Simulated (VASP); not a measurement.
# Zn2GaO2 (P6/mmm) in VASP: a series of runs

The runs below take Zn2GaO2 through single point, with PBE.

Program: VASP 6.6.1. These are calculated values, not measurements. Logs are shortened: lines on timing, memory, paths and dates and some standing lists are left out, and cuts for length are marked.

## Step 1: The cell of the first run

It takes space group P6/mmm (No. 191, hexagonal). The conventional cell has a = 5.437 Å, b = 5.437 Å, c = 3.537 Å, α = 90.00°, β = 90.00°, γ = 120.00°. Within 2.3 Å of Zn (site symmetry -6m2) lie 2 O at 1.77 Å. Ga (site symmetry 6/mmm) has 6 O at 3.14 Å and 2 Ga at 3.54 Å and 12 Zn at 3.60 Å within 4.1 Å. Within 2.3 Å of O (site symmetry -6m2) lie 2 Zn at 1.77 Å.

The cell was built from a structure type or drawn by symmetry, and may not be a known phase.

## Step 2: Single point, PBE

The input, INCAR:

```
SYSTEM = Zn2GaO2
  PREC = Accurate
  ENCUT = 520
  EDIFF = 1E-6
  ISMEAR = 0
  SIGMA = 0.1
  LREAL = .False.
  LASPH = .True.
  NELM = 80
  ALGO = Normal
  ISIF = 2
  LWAVE = .False.
  LCHARG = .True.
  GGA = PE
  LELF = .True.
  LVHAR = .True.
  NBANDS = 32
```

The input, KPOINTS:

```
Automatic mesh
0
Gamma
  12 12 10
  0 0 0
```

The input, POSCAR:

```
Zn2GaO2
1.0
    5.4372079060      0.0000000000      0.0000000000
   -2.7186039530      4.7087601722      0.0000000000
    0.0000000000      0.0000000000      3.5366792943
Zn Ga O
2 1 2
Direct
    0.3333333333      0.6666666667      0.0000000000
    0.6666666667      0.3333333333      0.0000000000
    0.0000000000      0.0000000000      0.5000000000
    0.3333333333      0.6666666667      0.5000000000
    0.6666666667      0.3333333333      0.5000000000
```

Potentials or basis: VASP PAW PBE potentials, release 64 (Zn, Ga_d, O).

On the command line:

```console
> cat potpaw_PBE.64/Zn/POTCAR potpaw_PBE.64/Ga_d/POTCAR potpaw_PBE.64/O/POTCAR > POTCAR
> mpirun -np 1 vasp_std > vasp.out
```

OUTCAR:

```text
SYSTEM = Zn2GaO2
   PREC = Accurate
   ENCUT = 520
   EDIFF = 1E-6
   ISMEAR = 0
   LREAL = .False.
   LASPH = .True.
   NELM = 80
   ISIF = 2
   GGA = PE

 ion  position               nearest neighbor table
   1  0.333  0.667  0.000-   4 1.77   4 1.77
   2  0.667  0.333  0.000-   5 1.77   5 1.77
   3  0.000  0.000  0.500-
   4  0.333  0.667  0.500-   1 1.77   1 1.77
   5  0.667  0.333  0.500-   2 1.77   2 1.77

  LATTYP: Found a hexagonal cell.
 ALAT       =     5.4372079060
 C/A-ratio  =     0.6504587199

  Lattice vectors:

 A1 = (   5.4372079060,   0.0000000000,   0.0000000000)
 A2 = (  -2.7186039530,   4.7087601722,   0.0000000000)
 A3 = (   0.0000000000,   0.0000000000,   3.5366792943)

Analysis of symmetry for initial positions (statically):
=====================================================================
 Subroutine PRICEL returns:
 Original cell was already a primitive cell.

 Routine SETGRP: Setting up the symmetry group for a
 hexagonal supercell.

 Subroutine GETGRP returns: Found 24 space group operations
 (whereof 24 operations were pure point group operations)
 out of a pool of 24 trial point group operations.

The static configuration has the point symmetry D_6h.

Analysis of symmetry for dynamics (positions and initial velocities):
=====================================================================
 Subroutine PRICEL returns:
 Original cell was already a primitive cell.

 Routine SETGRP: Setting up the symmetry group for a
 hexagonal supercell.

 Subroutine GETGRP returns: Found 24 space group operations
 (whereof 24 operations were pure point group operations)
 out of a pool of 24 trial point group operations.

The dynamic configuration has the point symmetry D_6h.

 Subroutine INISYM returns: Found 24 space group operations
 (whereof 24 operations are pure point group operations),
 and found     1 'primitive' translations

----------------------------------------------------------------------------------------

                                     Primitive cell

  volume of cell :      90.5479

  direct lattice vectors                    reciprocal lattice vectors
     5.437207906  0.000000000  0.000000000     0.183917926  0.106185064  0.000000000
    -2.718603953  4.708760172  0.000000000     0.000000000  0.212370128  0.000000000
     0.000000000  0.000000000  3.536679294     0.000000000  0.000000000  0.282751111

  length of vectors
     5.437207906  5.437207906  3.536679294     0.212370128  0.212370128  0.282751111

  position of ions in fractional coordinates (direct lattice)
     0.333333333  0.666666667  0.000000000
     0.666666667  0.333333333  0.000000000
     0.000000000  0.000000000  0.500000000
     0.333333333  0.666666667  0.500000000
     0.666666667  0.333333333  0.500000000

  ion indices of the primitive-cell ions
   primitive index   ion index
                 1           1
                 2           2
                 3           3
                 4           4
                 5           5

----------------------------------------------------------------------------------------

 KPOINTS: Automatic mesh

Automatic generation of k-mesh.
 Grid dimensions read from file:
 generate k-points for:   12   12   10

 Generating k-lattice:

  Cartesian coordinates                     Fractional coordinates (reciprocal lattice)
     0.015326494  0.008848755  0.000000000     0.083333333  0.000000000  0.000000000
     0.000000000  0.017697511  0.000000000     0.000000000  0.083333333  0.000000000
     0.000000000  0.000000000  0.028275111     0.000000000  0.000000000  0.100000000

  Length of vectors
     0.017697511  0.017697511  0.028275111

  Shift w.r.t. Gamma in fractional coordinates (k-lattice)
     0.000000000  0.000000000  0.000000000

 Subroutine IBZKPT returns following result:
 ===========================================

 Found    114 irreducible k-points:

 Following reciprocal coordinates:
            Coordinates               Weight
  0.000000  0.000000  0.000000      1.000000
  0.083333  0.000000  0.000000      6.000000
  0.166667 -0.000000  0.000000      6.000000
  0.250000  0.000000  0.000000      6.000000
  0.333333 -0.000000  0.000000      6.000000
  0.416667  0.000000  0.000000      6.000000
[... 16 lines left out ...]
  0.250000  0.000000  0.100000     12.000000
  0.333333 -0.000000  0.100000     12.000000
 [... further k-points ...]
   k-points           NKPTS =    114   k-points in BZ     NKDIM =    114   number of bands    NBANDS=     32
   number of dos      NEDOS =    301   number of ions     NIONS =      5
   total plane-waves  NPLWV =  44800
   dimension x,y,z NGX =    40 NGY =   40 NGZ =   28
   dimension x,y,z NGXF=    80 NGYF=   80 NGZF=   56
   ions per type =               2   1   2
   NGX,Y,Z   is equivalent  to a cutoff of  12.23, 12.23, 13.16 a.u.
   NGXF,Y,Z  is equivalent  to a cutoff of  24.46, 24.46, 26.32 a.u.
 SYSTEM =  Zn2GaO2
   PREC   = accura    normal or accurate (medium, high low for compatibility)
   ISTART =      0    job   : 0-new  1-cont  2-samecut
   ICHARG =      2    charge: 1-file 2-atom 10-const
   ISPIN  =      1    spin polarized calculation?
   LNONCOLLINEAR =      F non collinear calculations
   LSORBIT =      F    spin-orbit coupling
   LASPH  =      T    aspherical Exc in radial PAW
   ENCUT  =  520.0 eV  38.22 Ry    6.18 a.u.  10.11 10.11  6.58*2*pi/ulx,y,z
   NELM   =     80;   NELMIN=  2; NELMDL= -5     # of ELM steps
   EDIFF  = 0.1E-05   stopping-criterion for ELM
   LREAL  =      F    real-space projection
   EDIFFG = 0.1E-04   stopping-criterion for IOM
   NSW    =      0    number of steps for IOM
   IBRION =     -1    ionic relax: 0-MD 1-quasi-New 2-CG
   NFREE  =      0    steps in history (QN), initial steepest desc. (CG)
   ISIF   =      2    stress and relaxation
   ISYM   =      2    0-nonsym 1-usesym 2-fastsym
   POTIM  = 0.5000    time-step for ionic-motion
   TEBEG  =    0.0;   TEEND  =   0.0 temperature during run
   PSTRESS=    0.0 pullay stress
   NELECT =      49.0000    total number of electrons
   NUPDOWN=      -1.0000    fix difference up-down
   EMIN   =  10.00;   EMAX   =-10.00  energy-range for DOS
   EFERMI =   0.00;   METHOD = LEGACY
   ISMEAR =     0;   SIGMA  =   0.10  broadening in eV -4-tet -1-fermi 0-gaus
   EFERMI_NEDOS =   21; number of points for ismear=-14 and -15
   IALGO  =     38    algorithm
   IMIX   =      4    mixing-type and parameters
     AMIX     =   0.40;   BMIX     =  1.00
     AMIX_MAG =   1.60;   BMIX_MAG =  1.00
  volume/ion in A,a.u.               =      18.11       122.21
  Fermi-wavevector in a.u.,A,eV,Ry     =   1.334077  2.521039 24.215113  1.779761
  Thomas-Fermi vector in A             =   2.462886
   LORBIT       =      0    0 simple, 1 ext, 2 COOP (PROOUT), +10 PAW based schemes
   GGA     = PE    functional components
   LHFCALC =     F    Hartree Fock is set to
   AEXX    =    0.0000 exact exchange contribution
   IVDW    =     0    specifies the selected vdW correction
   LEPSILON=     F    determine dielectric tensor
   LRPA    =     F    only Hartree local field effects (RPA)
 non-spin polarized calculation
 Gauss-broadening in eV      SIGMA  =   0.10
  energy-cutoff  :      520.00
  volume of cell :       90.55
 maximum number of plane-waves:      2472
   NGX = 21   NGY = 21   NGZ = 13

 number of electron      48.9999987 magnetization

 Free energy of the ion-electron system (eV)
  ---------------------------------------------------
  ext. energy  EPLUGINS =         0.00000000
  ---------------------------------------------------
  free energy    TOTEN  =       -17.27254387 eV

  energy without entropy =      -17.26830521  energy(sigma->0) =      -17.27042454

 E-fermi :   1.6481     XC(G=0):  -9.4510

 val. band max:        1.6120161184   @ k =   0.2500   0.0000   0.1000
 cond. band min:       1.6491536782   @ k =   0.0000   0.0000   0.5000
 fundamental gap:      0.0371375599
 Fermi energy:         1.6480526902

 k-point     1 :       0.0000    0.0000    0.0000
  band No.  band energies     occupation
      1     -17.3233      2.00000
      2     -16.9991      2.00000
      3     -13.3155      2.00000
      4     -13.3155      2.00000
      5     -13.2772      2.00000
      6     -13.2637      2.00000
[... 24 lines left out ...]
     31       7.0755      0.00000
     32      10.8301      0.00000

 k-point     2 :       0.0833    0.0000    0.0000
  band No.  band energies     occupation
      1     -17.3183      2.00000
      2     -17.0042      2.00000
      3     -13.3154      2.00000
      4     -13.3152      2.00000
      5     -13.2773      2.00000
      6     -13.2637      2.00000
[... 24 lines left out ...]
     31       7.0749      0.00000
     32      10.8705      0.00000

 k-point     3 :       0.1667   -0.0000    0.0000
  band No.  band energies     occupation
      1     -17.3037      2.00000
      2     -17.0187      2.00000
      3     -13.3152      2.00000
      4     -13.3142      2.00000
      5     -13.2776      2.00000
      6     -13.2637      2.00000
[... 24 lines left out ...]
     31       7.5630      0.00000
     32      10.7555      0.00000

 k-point     4 :       0.2500    0.0000    0.0000
  band No.  band energies     occupation
      1     -17.2811      2.00000
      2     -17.0411      2.00000
      3     -13.3148      2.00000
      4     -13.3129      2.00000
      5     -13.2780      2.00000
      6     -13.2638      2.00000
[... 654 lines left out ...]
     31       7.5820      0.00000
     32      10.4909      0.00000

 k-point    23 :       0.2500    0.0000    0.1000
  band No.  band energies     occupation
      1     -17.2275      2.00000
      2     -16.9883      2.00000
      3     -13.3146      2.00000
      4     -13.3127      2.00000
      5     -13.2726      2.00000
      6     -13.2658      2.00000
[... 24 lines left out ...]
     31       8.3302      0.00000
     32      10.1798      0.00000

 k-point    24 :       0.3333   -0.0000    0.1000
  band No.  band energies     occupation
      1     -17.1999      2.00000
      2     -17.0157      2.00000
      3     -13.3142      2.00000
      4     -13.3115      2.00000
      5     -13.2731      2.00000
      6     -13.2659      2.00000
[... 24 lines left out ...]
     31       8.8231      0.00000
     32      10.1768      0.00000

 [... further k-points ...]

------------------------ aborting loop because EDIFF is reached ----------------------------------------

  FORCE on cell =-STRESS in cart. coord.  units (eV):
  Direction    XX          YY          ZZ          XY          YZ          ZX
  --------------------------------------------------------------------------------------
  -------------------------------------------------------------------------------------
  Total       -0.0031663     -0.0031663      1.2430619      0.0000000      0.0000000      0.0000000
  in kB       -0.0560256     -0.0560256     21.9950604      0.0000000      0.0000000      0.0000000
  external PRESSURE =       7.2943364 kB  Pullay stress =       0.0000000 kB

 VOLUME and BASIS-vectors are now :
 -----------------------------------------------------------------------------
  energy-cutoff  :      520.00
  volume of cell :       90.55
      direct lattice vectors                 reciprocal lattice vectors
     5.437207906  0.000000000  0.000000000     0.183917926  0.106185064  0.000000000
    -2.718603953  4.708760172  0.000000000     0.000000000  0.212370128  0.000000000
     0.000000000  0.000000000  3.536679294     0.000000000  0.000000000  0.282751111

 POSITION                                       TOTAL-FORCE (eV/Angst)
 -----------------------------------------------------------------------------------
     -0.00000      3.13917      0.00000         0.000000      0.000000      0.000000
      2.71860      1.56959      0.00000         0.000000      0.000000     -0.000000
      0.00000      0.00000      1.76834        -0.000000      0.000000     -0.000000
     -0.00000      3.13917      1.76834        -0.000000     -0.000000     -0.000000
      2.71860      1.56959      1.76834        -0.000000      0.000000     -0.000000
 -----------------------------------------------------------------------------------
    total drift:                                0.000000     -0.000000     -0.000000

  FREE ENERGIE OF THE ION-ELECTRON SYSTEM (eV)
  ---------------------------------------------------
  free  energy   TOTEN  =       -17.2725438700 eV

  energy  without entropy=      -17.2683052081  energy(sigma->0) =      -17.27042454
```

Wall time 1.8 min (1 thread of Intel Xeon 6975P-C (Granite Rapids), shared host); peak memory 0.42 GiB.

What came out:

| Quantity | Value |
| --- | --- |
| Free energy | -17.2725 eV |
| Pressure | 0.7 GPa |
| Band gap on the k mesh | zero (an odd number of electrons rules out a gap without spin polarisation) |

Levels at points of the mesh, in eV from the Fermi level:
| k point | band 21 | band 22 | band 23 | band 24 | band 25 | band 26 | band 27 | band 28 | band 29 | band 30 |
| --- | --- | --- | --- | --- | --- | --- | --- | --- | --- | --- |
| (0.00, 0.00, 0.00) | -4.07 | -4.07 | -3.14 | -3.14 | 0.19 | 1.92 | 1.92 | 4.30 | 4.41 | 4.41 |
| (0.50, 0.00, 0.00) | -4.59 | -3.30 | -2.70 | -2.61 | -0.58 | 1.43 | 1.87 | 4.46 | 5.42 | 5.81 |
| (0.00, 0.00, 0.50) | -2.40 | -2.40 | -1.89 | -1.89 | 0.00 | 2.63 | 2.63 | 3.62 | 3.62 | 4.33 |
| (0.50, 0.00, 0.50) | -2.68 | -1.92 | -1.58 | -1.53 | -1.04 | 1.50 | 2.85 | 3.20 | 3.87 | 4.46 |

Caveat: an odd number of electrons without spin polarisation forces a metal; a magnetic or distorted state may lie lower.

## Step 3: Single point, PBE

The input, INCAR:

```
PREC     = Accurate       # precision mode
ENCUT    = 520            # plane-wave cutoff, eV
EDIFF    = 1E-7           # SCF threshold, eV
ISMEAR   = 0              # smearing method
SIGMA    = 0.1            # smearing width, eV
LREAL    = F              # projectors in reciprocal space
LASPH    = T              # aspherical terms in the spheres
NELM     = 100            # most SCF steps
ALGO     = Normal         # electronic algorithm
ISIF     = 2              # what is computed and relaxed
LWAVE    = F              # write WAVECAR
LCHARG   = F              # write CHGCAR
GGA      = PE             # functional
NBANDS   = 32             # bands
```

The input, KPOINTS:

```
Automatic mesh
0
Gamma
  12 12 10
```

POSCAR is that of step 2.

Potentials or basis: VASP PAW PBE potentials, release 64 (Zn, Ga_d, O).

On the command line:

```console
> cat potpaw_PBE.64/Zn/POTCAR potpaw_PBE.64/Ga_d/POTCAR potpaw_PBE.64/O/POTCAR > POTCAR
> mpirun -np 1 vasp_std > vasp.out
```

OUTCAR:

```text
PREC = Accurate
   ENCUT = 520
   EDIFF = 1E-7
   ISMEAR = 0
   LREAL = F
   LASPH = T
   NELM = 100
   ISIF = 2
   GGA = PE

 ion  position               nearest neighbor table
   1  0.333  0.667  0.000-   4 1.77   4 1.77
   2  0.667  0.333  0.000-   5 1.77   5 1.77
   3  0.000  0.000  0.500-
   4  0.333  0.667  0.500-   1 1.77   1 1.77
   5  0.667  0.333  0.500-   2 1.77   2 1.77

  LATTYP: Found a hexagonal cell.
[... 1041 lines left out ...]
  Direction    XX          YY          ZZ          XY          YZ          ZX
  --------------------------------------------------------------------------------------
  -------------------------------------------------------------------------------------
  Total       -0.0152993     -0.0152993      1.2418073      0.0000000     -0.0000000      0.0000000
  in kB       -0.2707101     -0.2707101     21.9728603      0.0000000     -0.0000000      0.0000000
  external PRESSURE =       7.1438134 kB  Pullay stress =       0.0000000 kB

 VOLUME and BASIS-vectors are now :
 -----------------------------------------------------------------------------
  energy-cutoff  :      520.00
  volume of cell :       90.55
      direct lattice vectors                 reciprocal lattice vectors
     5.437207906  0.000000000  0.000000000     0.183917926  0.106185064  0.000000000
    -2.718603953  4.708760172  0.000000000     0.000000000  0.212370128  0.000000000
     0.000000000  0.000000000  3.536679294     0.000000000  0.000000000  0.282751111

 POSITION                                       TOTAL-FORCE (eV/Angst)
 -----------------------------------------------------------------------------------
     -0.00000      3.13917      0.00000        -0.000000     -0.000000      0.000000
      2.71860      1.56959      0.00000         0.000000      0.000000      0.000000
      0.00000      0.00000      1.76834        -0.000000      0.000000      0.000000
     -0.00000      3.13917      1.76834        -0.000000     -0.000000      0.000000
      2.71860      1.56959      1.76834        -0.000000      0.000000     -0.000000
 -----------------------------------------------------------------------------------
    total drift:                                0.000000     -0.000000     -0.000000

  FREE ENERGIE OF THE ION-ELECTRON SYSTEM (eV)
  ---------------------------------------------------
  free  energy   TOTEN  =       -17.2725437024 eV

  energy  without entropy=      -17.2683052276  energy(sigma->0) =      -17.27042447
```

Wall time 2.1 min (1 thread of Intel Xeon 6975P-C (Granite Rapids), shared host); peak memory 0.42 GiB.

Results:

```
Free energy            : -17.2725 eV
Pressure               : 0.7 GPa
Band gap on the k mesh : zero (an odd number of electrons rules out a gap without spin polarisation)
```

Caveat: an odd number of electrons without spin polarisation forces a metal; a magnetic or distorted state may lie lower.
